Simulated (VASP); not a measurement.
Runs of VASP 6.6.1 on FeCo. The structure is that of space group Pm-3m (No. 221), or close to it. The cells are those of the table. 

| task | potentials or basis | cell | cutoff (eV) | gap on the mesh (eV) | pressure (GPa) | moment (μB) |
| --- | --- | --- | --- | --- | --- | --- |
| single point | VASP PAW PBE potentials, release 64 (Fe_sv, Co_sv) | a = 2.815 Å, 2 atoms | 690 | none | (b) | 4.51 |
| relaxation of cell and atoms | VASP PAW PBE potentials, release 64 (Fe, Co) | relaxed to 3 GPa from a = 2.776 Å, 2 atoms | 600 | none | 3.0 | 4.44 |
| relaxation of cell and atoms | VASP PAW PBE potentials, release 64 (Fe, Co) | relaxed to -3 GPa from a = 2.829 Å, 2 atoms | 600 | none | -3.0 | 4.50 |
| relaxation of cell and atoms | VASP PAW PBE potentials, release 64 (Fe, Co) | relaxed to 8 GPa from a = 2.769 Å, 2 atoms | 600 | none | 8.0 | (a) |

Alike in all rows: level PBEsol; spin collinear, ferromagnetic start; k mesh 14 × 14 × 14; smearing gaussian 0.1 eV.

Problem. Fill in the values left out.

Solution. (a) 4.39; (b) -4.4.

Caveats: the PAW data sets were made with another functional, which shifts forces and pressure a little; the cell is relaxed towards a set pressure, so the run minimises the enthalpy, not the energy (at least some runs); the cell stands under tension (at least some runs).

A gap of «none» marks levels without a gap at the run's occupations.

The runs don't all hold the same shells in valence.
